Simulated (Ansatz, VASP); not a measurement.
# One calculation of P, two programs

```
CELL_PARAMETERS angstrom
2.67084 0.00000 0.00000
-1.33542 2.31302 0.00000
0.00000 0.00000 4.53742
ATOMIC_POSITIONS crystal
P 0.33333 0.66667 0.25000
P 0.66667 0.33333 0.75000
```

Alike in both runs: functional PBEsol; k mesh 6 × 6 × 4; occupations gaussian, width 0.1 eV; no spin polarisation.

Ansatz relaxed the structure, and its values are those at the end. VASP's run is a single point on that final structure, the one shown.

|  | VASP | Ansatz |
| --- | --- | --- |
| version | VASP 6.6.1 | Ansatz 0.2.0 |
| potentials or method | VASP PAW PBE potentials, release 64 (P), cutoff 500 eV | scalar-relativistic, plane waves, PAW |
| valence electrons in the cell | 10 | 10 |

|  | VASP | Ansatz | Ansatz less VASP |
| --- | --- | --- | --- |
| gap on the k mesh at the Fermi level (eV) | none | none | - |
| pressure (GPa) | 0.1 | -0.1 | -0.13 |

VASP's potentials were made for PBE, not for PBEsol. A gap of «none» marks a metal or a gap that the smearing closes.

The k mesh is coarse, so the values compare programs but aren't converged.
